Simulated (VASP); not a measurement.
# Ba (Im-3m) in VASP: single point with PBEsol

Aim: the single point of Ba with PBEsol.

Program: VASP 6.6.1. These are calculated values, not measurements. Logs are shortened: lines on timing, memory, paths and dates and some standing lists are left out, and cuts for length are marked.

## Step 1: The cell of the first run

It takes space group Im-3m (No. 229, cubic). The conventional cell has a = 4.876 Å, b = 4.876 Å, c = 4.876 Å, α = 90.00°, β = 90.00°, γ = 90.00°. Within 5.5 Å of Ba (site symmetry m-3m) lie 14 Ba at 4.22 to 4.88 Å.

## Step 2: Single point, PBEsol

The input, INCAR:

```
PREC = Accurate ; ENCUT = 500
EDIFF = 1E-6 ; ISMEAR = 0
SIGMA = 0.1 ; LREAL = F
LASPH = T ; NELM = 120
ALGO = Normal ; ISIF = 2
LWAVE = F ; LCHARG = F
GGA = PS ; NBANDS = 11
GGA_COMPAT = F
```

The input, KPOINTS:

```
Automatic mesh
0
Gamma
  4 4 4
```

The input, POSCAR:

```
Ba
1.0
   -2.4382289909      2.4382289909      2.4382289909
    2.4382289909     -2.4382289909      2.4382289909
    2.4382289909      2.4382289909     -2.4382289909
Ba
1
Direct
    0.0000000000      0.0000000000      0.0000000000
```

Potentials or basis: VASP PAW PBE potentials, release 64 (Ba_sv).

Launch:

```
$ cat potpaw_PBE.64/Ba_sv/POTCAR > POTCAR
$ mpirun -np 1 vasp_std > vasp.out
```

OUTCAR:

```text
PREC = Accurate
   ENCUT = 500
   EDIFF = 1E-6
   ISMEAR = 0
   LREAL = F
   LASPH = T
   NELM = 120
   ISIF = 2
   GGA = PS

 ion  position               nearest neighbor table
   1  0.000  0.000  0.000-

  LATTYP: Found a body centered cubic cell.
 ALAT       =     4.8764579818

  Lattice vectors:

 A1 = (  -2.4382289909,   2.4382289909,   2.4382289909)
 A2 = (   2.4382289909,  -2.4382289909,   2.4382289909)
 A3 = (   2.4382289909,   2.4382289909,  -2.4382289909)

Analysis of symmetry for initial positions (statically):
=====================================================================
 Subroutine PRICEL returns:
 Original cell was already a primitive cell.

 Routine SETGRP: Setting up the symmetry group for a
 body centered cubic supercell.

 Subroutine GETGRP returns: Found 48 space group operations
 (whereof 48 operations were pure point group operations)
 out of a pool of 48 trial point group operations.

The static configuration has the point symmetry O_h .

Analysis of symmetry for dynamics (positions and initial velocities):
=====================================================================
 Subroutine PRICEL returns:
 Original cell was already a primitive cell.

 Routine SETGRP: Setting up the symmetry group for a
 body centered cubic supercell.

 Subroutine GETGRP returns: Found 48 space group operations
 (whereof 48 operations were pure point group operations)
 out of a pool of 48 trial point group operations.

The dynamic configuration has the point symmetry O_h .

 Subroutine INISYM returns: Found 48 space group operations
 (whereof 48 operations are pure point group operations),
 and found     1 'primitive' translations

----------------------------------------------------------------------------------------

                                     Primitive cell

  volume of cell :      57.9807

  direct lattice vectors                    reciprocal lattice vectors
    -2.438228991  2.438228991  2.438228991     0.000000000  0.205066875  0.205066875
     2.438228991 -2.438228991  2.438228991     0.205066875  0.000000000  0.205066875
     2.438228991  2.438228991 -2.438228991     0.205066875  0.205066875  0.000000000

  length of vectors
     4.223136493  4.223136493  4.223136493     0.290008356  0.290008356  0.290008356

  position of ions in fractional coordinates (direct lattice)
     0.000000000  0.000000000  0.000000000

  ion indices of the primitive-cell ions
   primitive index   ion index
                 1           1

----------------------------------------------------------------------------------------

 KPOINTS: Automatic mesh

Automatic generation of k-mesh.
 Grid dimensions read from file:
 generate k-points for:    4    4    4

 Generating k-lattice:

  Cartesian coordinates                     Fractional coordinates (reciprocal lattice)
     0.000000000  0.051266719  0.051266719     0.250000000  0.000000000  0.000000000
     0.051266719  0.000000000  0.051266719     0.000000000  0.250000000  0.000000000
     0.051266719  0.051266719  0.000000000     0.000000000  0.000000000  0.250000000

  Length of vectors
     0.072502089  0.072502089  0.072502089

  Shift w.r.t. Gamma in fractional coordinates (k-lattice)
     0.000000000  0.000000000  0.000000000

 Subroutine IBZKPT returns following result:
 ===========================================

 Found      8 irreducible k-points:

 Following reciprocal coordinates:
            Coordinates               Weight
  0.000000  0.000000  0.000000      1.000000
  0.250000  0.000000  0.000000     12.000000
  0.500000  0.000000  0.000000      6.000000
  0.250000  0.250000  0.000000     24.000000
  0.250000  0.250000  0.250000      2.000000
 -0.250000  0.250000  0.250000      6.000000
  0.500000  0.500000  0.250000     12.000000
  0.500000  0.500000  0.500000      1.000000
   k-points           NKPTS =      8   k-points in BZ     NKDIM =      8   number of bands    NBANDS=     11
   number of dos      NEDOS =    301   number of ions     NIONS =      1
   total plane-waves  NPLWV =  32768
   dimension x,y,z NGX =    32 NGY =   32 NGZ =   32
   dimension x,y,z NGXF=    64 NGYF=   64 NGZF=   64
   ions per type =               1
   NGX,Y,Z   is equivalent  to a cutoff of  12.60, 12.60, 12.60 a.u.
   NGXF,Y,Z  is equivalent  to a cutoff of  25.19, 25.19, 25.19 a.u.
 SYSTEM =  unknown system
   PREC   = accura    normal or accurate (medium, high low for compatibility)
   ISTART =      0    job   : 0-new  1-cont  2-samecut
   ICHARG =      2    charge: 1-file 2-atom 10-const
   ISPIN  =      1    spin polarized calculation?
   LNONCOLLINEAR =      F non collinear calculations
   LSORBIT =      F    spin-orbit coupling
   LASPH  =      T    aspherical Exc in radial PAW
   ENCUT  =  500.0 eV  36.75 Ry    6.06 a.u.   7.70  7.70  7.70*2*pi/ulx,y,z
   NELM   =    120;   NELMIN=  2; NELMDL= -5     # of ELM steps
   EDIFF  = 0.1E-05   stopping-criterion for ELM
   LREAL  =      F    real-space projection
   EDIFFG = 0.1E-04   stopping-criterion for IOM
   NSW    =      0    number of steps for IOM
   IBRION =     -1    ionic relax: 0-MD 1-quasi-New 2-CG
   NFREE  =      0    steps in history (QN), initial steepest desc. (CG)
   ISIF   =      2    stress and relaxation
   ISYM   =      2    0-nonsym 1-usesym 2-fastsym
   POTIM  = 0.5000    time-step for ionic-motion
   TEBEG  =    0.0;   TEEND  =   0.0 temperature during run
   PSTRESS=    0.0 pullay stress
   NELECT =      10.0000    total number of electrons
   NUPDOWN=      -1.0000    fix difference up-down
   EMIN   =  10.00;   EMAX   =-10.00  energy-range for DOS
   EFERMI =   0.00;   METHOD = LEGACY
   ISMEAR =     0;   SIGMA  =   0.10  broadening in eV -4-tet -1-fermi 0-gaus
   EFERMI_NEDOS =   21; number of points for ismear=-14 and -15
   IALGO  =     38    algorithm
   IMIX   =      4    mixing-type and parameters
     AMIX     =   0.40;   BMIX     =  1.00
     AMIX_MAG =   1.60;   BMIX_MAG =  1.00
  volume/ion in A,a.u.               =      57.98       391.27
  Fermi-wavevector in a.u.,A,eV,Ry     =   0.911270  1.722050 11.298452  0.830413
  Thomas-Fermi vector in A             =   2.035529
   LORBIT       =      0    0 simple, 1 ext, 2 COOP (PROOUT), +10 PAW based schemes
   GGA     = PS    functional components
   LHFCALC =     F    Hartree Fock is set to
   AEXX    =    0.0000 exact exchange contribution
   IVDW    =     0    specifies the selected vdW correction
   LEPSILON=     F    determine dielectric tensor
   LRPA    =     F    only Hartree local field effects (RPA)
 non-spin polarized calculation
 Gauss-broadening in eV      SIGMA  =   0.10
  energy-cutoff  :      500.00
  volume of cell :       57.98
 maximum number of plane-waves:      1508
 NGX is ok and might be reduce to    32
   NGX = 15   NGY = 15   NGZ = 15

 number of electron      10.0000001 magnetization

 Free energy of the ion-electron system (eV)
  ---------------------------------------------------
  ext. energy  EPLUGINS =         0.00000000
  ---------------------------------------------------
  free energy    TOTEN  =        -2.14125404 eV

  energy without entropy =       -2.13718871  energy(sigma->0) =       -2.13922137

 E-fermi :   1.9150     XC(G=0):  -7.7841

 val. band max:        1.5416492993   @ k =   0.5000   0.5000   0.2500
 cond. band min:       2.0127773265   @ k =   0.5000   0.5000   0.2500
 fundamental gap:      0.4711280271
 Fermi energy:         1.9149848994

 k-point     1 :       0.0000    0.0000    0.0000
  band No.  band energies     occupation
      1     -26.9079      2.00000
      2     -11.7832      2.00000
      3     -11.7832      2.00000
      4     -11.7832      2.00000
      5      -0.9947      2.00000
      6       3.7122      0.00000
      7       3.7122      0.00000
      8       3.7122      0.00000
      9       5.2726      0.00000
     10       5.2726      0.00000
     11       8.9921      0.00000

 k-point     2 :       0.2500    0.0000    0.0000
  band No.  band energies     occupation
      1     -26.8766      2.00000
      2     -12.1005      2.00000
      3     -11.8812      2.00000
      4     -11.7859      2.00000
      5       0.0977      2.00000
      6       2.9847      0.00000
      7       3.0245      0.00000
      8       4.9919      0.00000
      9       5.0007      0.00000
     10       5.3258      0.00000
     11       9.4517      0.00000

 k-point     3 :       0.5000    0.0000    0.0000
  band No.  band energies     occupation
      1     -26.8450      2.00000
      2     -12.3897      2.00000
      3     -11.9756      2.00000
      4     -11.7887      2.00000
      5       0.8489      2.00000
      6       2.4687      0.00000
      7       3.3409      0.00000
      8       5.2580      0.00000
      9       5.8930      0.00000
     10       7.5147      0.00000
     11       7.7196      0.00000

 k-point     4 :       0.2500    0.2500    0.0000
  band No.  band energies     occupation
      1     -26.8451      2.00000
      2     -12.2809      2.00000
      3     -12.0397      2.00000
      4     -11.8478      2.00000
      5       1.4160      2.00000
      6       2.3212      0.00000
      7       2.7511      0.00000
      8       5.0726      0.00000
      9       5.7583      0.00000
     10       7.2232      0.00000
     11       8.4060      0.00000

 k-point     5 :       0.2500    0.2500    0.2500
  band No.  band energies     occupation
      1     -26.8407      2.00000
      2     -12.0908      2.00000
      3     -12.0908      2.00000
      4     -12.0908      2.00000
      5       2.4070      0.00000
      6       2.4070      0.00000
      7       2.4070      0.00000
      8       6.0087      0.00000
      9       6.0087      0.00000
     10       6.0117      0.00000
     11       9.1405      0.00000

 k-point     6 :      -0.2500    0.2500    0.2500
  band No.  band energies     occupation
      1     -26.8495      2.00000
      2     -12.1135      2.00000
      3     -11.9878      2.00000
      4     -11.9878      2.00000
      5       0.9975      2.00000
      6       2.5430      0.00000
      7       3.7911      0.00000
      8       3.7911      0.00000
      9       4.9323      0.00000
     10       5.7385      0.00000
     11       9.2320      0.00000

 k-point     7 :       0.5000    0.5000    0.2500
  band No.  band energies     occupation
      1     -26.8222      2.00000
      2     -12.2965      2.00000
      3     -12.0901      2.00000
      4     -12.0014      2.00000
      5       1.5416      2.00000
      6       2.0128      0.16667
      7       3.7247      0.00000
      8       3.8582      0.00000
      9       6.6145      0.00000
     10       7.2137      0.00000
     11       8.4396      0.00000

 k-point     8 :       0.5000    0.5000    0.5000
  band No.  band energies     occupation
      1     -26.7992      2.00000
      2     -12.1997      2.00000
      3     -12.1997      2.00000
      4     -12.1997      2.00000
      5       1.1541      2.00000
      6       1.1541      2.00000
      7       6.5687      0.00000
      8       6.5687      0.00000
      9       6.5687      0.00000
     10       6.9496      0.00000
     11       6.9496      0.00000

------------------------ aborting loop because EDIFF is reached ----------------------------------------

  FORCE on cell =-STRESS in cart. coord.  units (eV):
  Direction    XX          YY          ZZ          XY          YZ          ZX
  --------------------------------------------------------------------------------------
  -------------------------------------------------------------------------------------
  Total        0.1431159      0.1431159      0.1431159     -0.0000000      0.0000000      0.0000000
  in kB        3.9547132      3.9547132      3.9547132     -0.0000000      0.0000000      0.0000000
  external PRESSURE =       3.9547132 kB  Pullay stress =       0.0000000 kB

 VOLUME and BASIS-vectors are now :
 -----------------------------------------------------------------------------
  energy-cutoff  :      500.00
  volume of cell :       57.98
      direct lattice vectors                 reciprocal lattice vectors
    -2.438228991  2.438228991  2.438228991     0.000000000  0.205066875  0.205066875
     2.438228991 -2.438228991  2.438228991     0.205066875  0.000000000  0.205066875
     2.438228991  2.438228991 -2.438228991     0.205066875  0.205066875  0.000000000

 POSITION                                       TOTAL-FORCE (eV/Angst)
 -----------------------------------------------------------------------------------
      0.00000      0.00000      0.00000        -0.000000      0.000000      0.000000
 -----------------------------------------------------------------------------------
    total drift:                                0.000000      0.000000     -0.000000

  FREE ENERGIE OF THE ION-ELECTRON SYSTEM (eV)
  ---------------------------------------------------
  free  energy   TOTEN  =        -2.1412540385 eV

  energy  without entropy=       -2.1371887058  energy(sigma->0) =       -2.13922137
```

It took 3.4 s on 1 thread of Intel Xeon Platinum 8559C (Emerald Rapids), shared host; peak memory 0.17 GiB.

Results:

```
Free energy            : -2.1413 eV
Pressure               : 0.4 GPa
Band gap on the k mesh : zero (band 5 reaches 2.41 eV, above the bottom of band 6 at 1.15 eV)
```

Levels at points of the mesh, in eV from the Fermi level:
```csv
k point,band 3,band 4,band 5,band 6,band 7,band 8
"(0.00, 0.00, 0.00)",-13.70,-13.70,-2.91,1.80,1.80,1.80
"(0.50, 0.00, 0.00)",-13.89,-13.70,-1.07,0.55,1.43,3.34
"(0.50, 0.50, 0.50)",-14.11,-14.11,-0.76,-0.76,4.65,4.65
```

Caveat: the k points lie up to 0.46 Å⁻¹ apart; the PAW data sets were made with another functional, which shifts forces and pressure a little; spin-orbit coupling is left out, which moves the levels of the heavy elements.
